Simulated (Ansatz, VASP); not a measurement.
Two plane-wave programs on Pd

```
CELL_PARAMETERS angstrom
4.66879 0.00000 0.00000
-2.33440 4.04329 0.00000
0.00000 0.00000 2.76911
ATOMIC_POSITIONS crystal
Pd 0.00000 0.00000 0.00000
Pd 0.33333 0.66667 0.50000
Pd 0.66667 0.33333 0.50000
```

Alike in both runs: task single point; functional RPBE; k mesh 9 × 9 × 13; occupations fermi-dirac, width 0.05 eV; collinear spin.

```csv
,VASP,Ansatz
version,VASP 6.6.1,Ansatz 0.2.0
potentials or method,"VASP PAW PBE potentials, release 64 (Pd), cutoff 520 eV","plane waves (420 eV) with PAW, scalar-relativistic"
valence electrons in the cell,30,54
```

|  | VASP | Ansatz | Ansatz less VASP |
| --- | --- | --- | --- |
| pressure (GPa) | -8.6 | -8.5 | +0.16 |
| traceless stress, the component that is largest in VASP (GPa) | 0.34 | 0.32 | -0.020 |
| net moment per atom (μB) | 0.22 | 0.22 | 0.000 |
| size of the moment on the site where the two differ most (μB) | 0.21 | 0.21 | +0.003 |

VASP's potentials were made for PBE, not for RPBE. Site moments also hang on the region over which each program counts them. VASP's potentials hold 30 valence electrons a cell and Ansatz's 54, so a difference there can come from the potentials and not from the codes.
